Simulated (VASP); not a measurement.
# W2C (P-3m1) in VASP: notebook

The runs below take W2C through single point, with PBE.

Program: VASP 6.6.1. These are calculated values, not measurements. Logs are shortened: lines on timing, memory, paths and dates and some standing lists are left out, and cuts for length are marked.

### Step 1. The cell of the first run

The structure is trigonal, space group P-3m1 (No. 164). Conventional cell: a = 3.070 Å, b = 3.070 Å, c = 4.678 Å, α = 90.00°, β = 90.00°, γ = 120.00°. W (site symmetry 3m) has 3 C at 2.13 Å within 2.8 Å. C (site symmetry -3m) has 6 W at 2.13 Å within 2.8 Å.

### Step 2. Single point, PBE

Contents of INCAR:

```
PREC = Accurate
ENCUT = 600
EDIFF = 1E-6
ISMEAR = 0
SIGMA = 0.1
LREAL = False
LASPH = True
NELM = 120
ALGO = Normal
ISIF = 2
LWAVE = False
LCHARG = False
GGA = PE
NBANDS = 23
NELECT = 32.5
ISYM = 0
GGA_COMPAT = False
```

Contents of KPOINTS:

```
regular mesh
0
Gamma
  5 6 4
```

Contents of POSCAR:

```
W2C
1.0
    3.0700456420      0.0000000000      0.0000000000
   -1.5350228210      2.6587375167      0.0000000000
    0.0000000000      0.0000000000      4.6784280000
W C
2 1
Direct
    0.3333333333      0.6666666667      0.7463310000
    0.6666666667      0.3333333333      0.2536690000
    0.0000000000      0.0000000000      0.0000000000
```

Potentials or basis: VASP PAW PBE potentials, release 64 (W_sv, C).

Launch:

```sh
$ cat potpaw_PBE.64/W_sv/POTCAR potpaw_PBE.64/C/POTCAR > POTCAR
$ mpirun -np 1 vasp_std > vasp.out
```

OUTCAR:

```text
PREC = Accurate
   ENCUT = 600
   EDIFF = 1E-6
   ISMEAR = 0
   LREAL = False
   LASPH = True
   NELM = 120
   ISIF = 2
   GGA = PE
   NELECT = 32.5
   ISYM = 0

 ion  position               nearest neighbor table
   1  0.333  0.667  0.746-   3 2.13   3 2.13   3 2.13   2 2.91   2 2.91   2 2.91   2 2.96   2 2.96
                             2 2.96
   2  0.667  0.333  0.254-   3 2.13   3 2.13   3 2.13   1 2.91   1 2.91   1 2.91   1 2.96   1 2.96
                             1 2.96
   3  0.000  0.000  0.000-   1 2.13   2 2.13   1 2.13   2 2.13   2 2.13   1 2.13

IMPORTANT INFORMATION: All symmetrisations will be switched off!
NOSYMM: (Re-)initialisation of all symmetry stuff for point group C_1.

----------------------------------------------------------------------------------------

                                     Primitive cell

  volume of cell :      38.1874

  direct lattice vectors                    reciprocal lattice vectors
     3.070045642  0.000000000  0.000000000     0.325728056  0.188059181  0.000000000
    -1.535022821  2.658737517  0.000000000     0.000000000  0.376118362  0.000000000
     0.000000000  0.000000000  4.678428000     0.000000000  0.000000000  0.213747011

  length of vectors
     3.070045642  3.070045642  4.678428000     0.376118362  0.376118362  0.213747011

  position of ions in fractional coordinates (direct lattice)
     0.333333333  0.666666667  0.746331000
     0.666666667  0.333333333  0.253669000
     0.000000000  0.000000000  0.000000000

  ion indices of the primitive-cell ions
   primitive index   ion index
                 1           1
                 2           2
                 3           3

----------------------------------------------------------------------------------------

 KPOINTS: regular mesh

Automatic generation of k-mesh.
 Grid dimensions read from file:
 generate k-points for:    5    6    4

 Generating k-lattice:

  Cartesian coordinates                     Fractional coordinates (reciprocal lattice)
     0.065145611  0.037611836  0.000000000     0.200000000 -0.000000000  0.000000000
     0.000000000  0.062686394  0.000000000     0.000000000  0.166666667  0.000000000
     0.000000000  0.000000000  0.053436753     0.000000000  0.000000000  0.250000000

  Length of vectors
     0.075223672  0.062686394  0.053436753

  Shift w.r.t. Gamma in fractional coordinates (k-lattice)
     0.000000000  0.000000000  0.000000000

 -----------------------------------------------------------------------------
[... 72 lines left out ...]
   LREAL  =      F    real-space projection
   EDIFFG = 0.1E-04   stopping-criterion for IOM
   NSW    =      0    number of steps for IOM
   IBRION =     -1    ionic relax: 0-MD 1-quasi-New 2-CG
   NFREE  =      0    steps in history (QN), initial steepest desc. (CG)
   ISIF   =      2    stress and relaxation
   ISYM   =      0    0-nonsym 1-usesym 2-fastsym
   POTIM  = 0.5000    time-step for ionic-motion
   TEBEG  =    0.0;   TEEND  =   0.0 temperature during run
   PSTRESS=    0.0 pullay stress
   NELECT =      32.5000    total number of electrons
   NUPDOWN=      -1.0000    fix difference up-down
   EMIN   =  10.00;   EMAX   =-10.00  energy-range for DOS
   EFERMI =   0.00;   METHOD = LEGACY
   ISMEAR =     0;   SIGMA  =   0.10  broadening in eV -4-tet -1-fermi 0-gaus
   EFERMI_NEDOS =   21; number of points for ismear=-14 and -15
   IALGO  =     38    algorithm
   IMIX   =      4    mixing-type and parameters
     AMIX     =   0.40;   BMIX     =  1.00
     AMIX_MAG =   1.60;   BMIX_MAG =  1.00
  volume/ion in A,a.u.               =      12.73        85.90
  Fermi-wavevector in a.u.,A,eV,Ry     =   1.551419  2.931757 32.747890  2.406902
  Thomas-Fermi vector in A             =   2.655941
   LORBIT       =      0    0 simple, 1 ext, 2 COOP (PROOUT), +10 PAW based schemes
   GGA     = PE    functional components
   LHFCALC =     F    Hartree Fock is set to
   AEXX    =    0.0000 exact exchange contribution
   IVDW    =     0    specifies the selected vdW correction
   LEPSILON=     F    determine dielectric tensor
   LRPA    =     F    only Hartree local field effects (RPA)
 non-spin polarized calculation
 Gauss-broadening in eV      SIGMA  =   0.10
  energy-cutoff  :      600.00
  volume of cell :       38.19
 maximum number of plane-waves:      1288
 NGX is ok and might be reduce to    28
   NGX = 13   NGY = 13   NGZ = 19

 number of electron      32.5000000 magnetization

 Free energy of the ion-electron system (eV)
  ---------------------------------------------------
  ext. energy  EPLUGINS =         0.00000000
  ---------------------------------------------------
  free energy    TOTEN  =       -29.15440547 eV

  energy without entropy =      -29.14574920  energy(sigma->0) =      -29.15007733

 E-fermi :  11.7951     XC(G=0): -13.5562

 val. band max:       11.7778616832   @ k =   0.4000   0.0000   0.5000
 cond. band min:      11.8080845717   @ k =   0.0000  -0.3333   0.2500
 fundamental gap:      0.0302228885
 Fermi energy:        11.7951039839

 k-point     1 :       0.0000    0.0000    0.0000
  band No.  band energies     occupation
      1     -63.1136      2.00000
      2     -63.0370      2.00000
      3     -27.8019      2.00000
      4     -27.2368      2.00000
      5     -27.2083      2.00000
      6     -27.1005      2.00000
[... 613 lines left out ...]
     22      16.9971      0.00000
     23      19.1569      0.00000

 [... further k-points ...]

------------------------ aborting loop because EDIFF is reached ----------------------------------------

  FORCE on cell =-STRESS in cart. coord.  units (eV):
  Direction    XX          YY          ZZ          XY          YZ          ZX
  --------------------------------------------------------------------------------------
  -------------------------------------------------------------------------------------
  Total        6.7811994      6.7386316      7.4470763      0.3683151      0.0320855      0.1517517
  in kB      284.5095524    282.7235924    312.4468424     15.4528967      1.3461663      6.3668378
  external PRESSURE =     293.2266624 kB  Pullay stress =       0.0000000 kB

 VOLUME and BASIS-vectors are now :
 -----------------------------------------------------------------------------
  energy-cutoff  :      600.00
  volume of cell :       38.19
      direct lattice vectors                 reciprocal lattice vectors
     3.070045642  0.000000000  0.000000000     0.325728056  0.188059181  0.000000000
    -1.535022821  2.658737517  0.000000000     0.000000000  0.376118362  0.000000000
     0.000000000  0.000000000  4.678428000     0.000000000  0.000000000  0.213747011

 POSITION                                       TOTAL-FORCE (eV/Angst)
 -----------------------------------------------------------------------------------
     -0.00000      1.77249      3.49166         0.105083     -0.092441     -0.011267
      1.53502      0.88625      1.18677        -0.105079      0.092447      0.010885
      0.00000      0.00000      0.00000        -0.000004     -0.000005      0.000382
 -----------------------------------------------------------------------------------
    total drift:                               -0.000009     -0.000008      0.000103

  FREE ENERGIE OF THE ION-ELECTRON SYSTEM (eV)
  ---------------------------------------------------
  free  energy   TOTEN  =       -29.1544054685 eV

  energy  without entropy=      -29.1457491977  energy(sigma->0) =      -29.15007733
```

stdout:

```text
POSCAR found type information on POSCAR W C
 POSCAR found :  2 types and       3 ions
 scaLAPACK will be used
 LDA part: xc-table for (Slater+PW92), standard interpolation
 -----------------------------------------------------------------------------
|                                                                             |
[... 14 lines left out ...]
|                                                                             |
 -----------------------------------------------------------------------------

 POSCAR, INCAR and KPOINTS ok, starting setup
 FFT: planning ... GRIDC
 FFT: planning ... GRID_SOFT
 FFT: planning ... GRID
 WAVECAR not read
 entering main loop
 the old and the new charge density differ
 old charge density:    32.00000 new   32.50000
    0.371E+01
```

Run time: 64 s. Hardware: 1 thread of Intel Xeon 6975P-C, shared host; peak memory 0.22 GiB.

Results:

```yaml
Free_energy: -29.1544 eV
Largest_force: 0.140 eV/Å
```

Forces on the atoms (eV/Å):
```
W    0.105 -0.092 -0.011
W   -0.105  0.092  0.011
C    0.000  0.000  0.000
```

Caveat: the k points lie up to 0.47 Å⁻¹ apart; the cell carries a net charge on a neutralising background, which shifts energy and pressure; the cell is charged against a uniform background, so pressure and absolute levels hang on convention; spin-orbit coupling is left out, which moves the levels of the heavy elements.

### Step 3. Single point, PBE, collinear spin, ferromagnetic start

Contents of INCAR:

```
SYSTEM = W2C
PREC = Accurate ; ENCUT = 600
EDIFF = 1E-6 ; ISMEAR = 0
SIGMA = 0.1 ; LREAL = .False.
LASPH = .True. ; NELM = 200
ALGO = Normal ; ISIF = 2
LWAVE = .False. ; LCHARG = .False.
ISPIN = 2 ; MAGMOM = 0.1 0.1 0
LORBIT = 11 ; LMAXMIX = 4
GGA = PE ; NBANDS = 27
NELECT = 31.5 ; GGA_COMPAT = .False.
```

Contents of KPOINTS:

```
Automatic mesh
0
Gamma
  6 6 4
  0 0 0
```

POSCAR is that of step 2.

Potentials or basis: VASP PAW PBE potentials, release 64 (W_sv, C).

Launch:

```sh
$ cat potpaw_PBE.64/W_sv/POTCAR potpaw_PBE.64/C/POTCAR > POTCAR
$ mpirun -np 1 vasp_std > vasp.out
```

Run time: 48 s. Hardware: 1 thread of Intel Xeon 6975P-C, shared host; peak memory 0.23 GiB.

Results (log left out):

| Property | Result |
| --- | --- |
| Free energy | -40.6467 eV |
| Largest force | 0.050 eV/Å |
| Net moment | 0.00 μB per cell |
| Valence electrons inside the program's atomic spheres | W 11.90; C 2.43 |

Forces on the atoms (eV/Å):
```
W    0.000  0.000 -0.050
W    0.000  0.000  0.050
C    0.000  0.000  0.000
```

Levels at points of the mesh, in eV from the Fermi level:
Spin up:
| k point | band 12 | band 13 | band 14 | band 15 | band 16 | band 17 | band 18 | band 19 | band 20 | band 21 |
| --- | --- | --- | --- | --- | --- | --- | --- | --- | --- | --- |
| (0.00, 0.00, 0.00) | -4.86 | -3.36 | -0.96 | -0.85 | -0.85 | -0.58 | -0.58 | 1.05 | 1.05 | 2.11 |
| (0.50, 0.00, 0.00) | -5.20 | -4.85 | -2.85 | -1.22 | 1.87 | 2.76 | 3.01 | 3.50 | 3.62 | 4.00 |
| (0.00, 0.00, 0.50) | -5.18 | -2.70 | -2.24 | -1.77 | -1.77 | 1.49 | 1.49 | 2.10 | 2.10 | 3.86 |
| (0.50, 0.00, 0.50) | -4.73 | -3.53 | -2.05 | -1.90 | 0.01 | 0.80 | 2.47 | 3.02 | 3.31 | 3.63 |
Spin down:
```csv
k point,band 14,band 15,band 16,band 17,band 18,band 19
"(0.00, 0.00, 0.00)",-0.96,-0.85,-0.85,-0.58,-0.58,1.05
"(0.50, 0.00, 0.00)",-2.85,-1.22,1.87,2.76,3.01,3.50
"(0.00, 0.00, 0.50)",-2.24,-1.77,-1.77,1.49,1.49,2.10
"(0.50, 0.00, 0.50)",-2.05,-1.90,0.01,0.80,2.47,3.02
```

Caveat: the k points lie up to 0.39 Å⁻¹ apart; the cell carries a net charge on a neutralising background, which shifts energy and pressure; the cell is charged against a uniform background, so pressure and absolute levels hang on convention; spin-orbit coupling is left out, which moves the levels of the heavy elements.

### Step 4. Single point, PBE, collinear spin, ferromagnetic start

Contents of INCAR:

```
PREC     = Accurate       # precision mode
ENCUT    = 600            # plane-wave cutoff, eV
EDIFF    = 1E-6           # SCF threshold, eV
ISMEAR   = 0              # smearing method
SIGMA    = 0.1            # smearing width, eV
LREAL    = False          # projectors in reciprocal space
LASPH    = True           # aspherical terms in the spheres
NELM     = 200            # most SCF steps
ALGO     = Normal         # electronic algorithm
ISIF     = 2              # what is computed and relaxed
LWAVE    = False          # write WAVECAR
LCHARG   = False          # write CHGCAR
ISPIN    = 2              # spin polarisation
MAGMOM   = 0.27 0.27 0.05 # initial moments
LORBIT   = 11             # projections on sites
NUPDOWN  = 1.0            # fixed moment
LMAXMIX  = 4              # l up to which the mixer works
GGA      = PE             # functional
NBANDS   = 27             # bands
GGA_COMPAT= False
```

Contents of KPOINTS:

```
Automatic mesh
0
Gamma
  6 6 4
```

POSCAR is that of step 3.

Launch:

```sh
$ cat potpaw_PBE.64/W_sv/POTCAR potpaw_PBE.64/C/POTCAR > POTCAR
$ mpirun -np 1 vasp_std > vasp.out
```

It took 59 s on 1 thread of Intel Xeon 6975P-C, shared host; peak memory 0.22 GiB.

The run converged. Its results:

```yaml
Free_energy: -34.6835 eV
Pressure: 0.9 GPa
Largest_force: 0.512 eV/Å
Net_moment: 1.00 μB per cell
Site_moments: W +0.40; C +0.03 μB
Valence_electrons_inside_the_program's_atomic_spheres: W 12.06; C 2.47
```

Forces on the atoms (eV/Å):
```
W    0.000  0.000 -0.512
W    0.000  0.000  0.512
C    0.000  0.000  0.000
```

Stress tensor (GPa, compression positive):
```
-0.46  0.00  0.00
 0.00 -0.46  0.00
 0.00  0.00  3.57
```

Caveat: the k points lie up to 0.39 Å⁻¹ apart; spin-orbit coupling is left out, which moves the levels of the heavy elements; the total moment is fixed, so each spin has its own Fermi level.
